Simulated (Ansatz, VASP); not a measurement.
WS2: VASP beside Ansatz

Contents of INCAR:

```
PREC = Accurate
ENCUT = 600
EDIFF = 1E-6
ISMEAR = -1
SIGMA = 0.05
LREAL = F
LASPH = T
NELM = 60
ALGO = Normal
ISIF = 3
LWAVE = F
LCHARG = F
GGA = RE
IVDW = 13
IBRION = 2
NSW = 60
EDIFFG = -0.01
```

File KPOINTS:

```
Automatic mesh
0
Gamma
  10 10 2
```

POSCAR

```
WS2
1.0
    3.1835163552      0.0000000000      0.0000000000
   -1.5917581776      2.7570060369      0.0000000000
    0.0000000000      0.0000000000     16.9505778900
W S
1 2
Direct
    0.0000000000      0.0000000000      0.0000000000
    0.3333333333      0.6666666667      0.0920005100
    0.3333333333      0.6666666667      0.9079994900
```

Contents of input.yaml:

```yaml
crystal:
  lattice:
    - [3.1835163552, 0.0, 0.0]
    - [-1.5917581776, 2.7570060369, 0.0]
    - [0.0, 0.0, 16.95057789]
  atoms:
    - { symbol: W, position: [0.0, 0.0, 0.0] }
    - { symbol: S, position: [0.3333333333, 0.6666666667, 0.09200051] }
    - { symbol: S, position: [0.3333333333, 0.6666666667, 0.90799949] }
hamiltonian:
  xc: revpbe
  pseudopotentials: { kind: paw }
  dispersion: d4
kpoints:
  mp_grid: { grid: [10, 10, 2] }
scf:
  occupations: { method: fermi_dirac, width: 0.05 }
output:
  forces: true
  stress: true
  write_density: true
  write_potential: true
  elf: true
  volumetric_format: npy
relax:
  f_tol: 0.01
  max_steps: 40
  cell: { stress_tol: 0.05 }
```

Alike in both runs: task relaxation of cell and atoms; functional revPBE; dispersion D4; k mesh 10 × 10 × 2; occupations fermi-dirac, width 0.05 eV; no spin polarisation.

```csv
,VASP,Ansatz
version,VASP 6.6.1,Ansatz 0.2.0
potentials or method,"VASP PAW PBE potentials, release 64 (W_sv, S)",Ansatz PAW
plane-wave cutoff (eV),600,420
valence electrons in the cell,26,26
```

Ansatz gave:

| Item | Value |
| --- | --- |
| gap on the k mesh at the Fermi level, each at its own relaxed structure (eV) | 2.23 |
| relaxed volume (Å³/atom) | 48.50 |
| relaxed cell length with the largest relative difference (Å) | 16.942 |

Q: What did VASP give for the same quantities?

A: gap on the k mesh at the Fermi level, each at its own relaxed structure (eV): 2.23; relaxed volume (Å³/atom): 48.85; relaxed cell length with the largest relative difference (Å): 17.079.

VASP's potentials were made for PBE, not for revPBE.

Neither program's run includes spin-orbit coupling. Noted on Ansatz's run: the plane-wave basis is chosen anew once the cell has moved, so the energies of steps on either side of that aren't comparable.
